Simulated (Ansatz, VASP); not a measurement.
**GaP: VASP beside Ansatz**

```
Ga P
1.0
     0.00000    2.71033    2.71033
     2.71033    0.00000    2.71033
     2.71033    2.71033    0.00000
Ga P
1 1
Cartesian
  0.0000 0.0000 0.0000
  1.3552 1.3552 1.3552
```

Alike in both runs: task relaxation of cell and atoms; functional LDA; k mesh 13 × 13 × 13; occupations fermi-dirac, width 0.1 eV; no spin polarisation.

```csv
,VASP,Ansatz
version,VASP 6.6.1,Ansatz 0.2.0
potentials or method,"VASP PAW LDA potentials, release 64 (Ga_d, P)","PAW with Ansatz's default frozen-core files, scalar-relativistic"
plane-wave cutoff (eV),600,420
valence electrons in the cell,18,18
```

Ansatz gave:

```
relaxed volume (Å³/atom)                                     : 19.59
relaxed cell length with the largest relative difference (Å) : 3.812
```

Problem. Which values does VASP return?

Solution. Relaxed volume (Å³/atom): 19.61; relaxed cell length with the largest relative difference (Å): 3.814.

LDA's correlation is that of Perdew and Zunger in VASP and of Perdew and Wang (1992) in Ansatz.
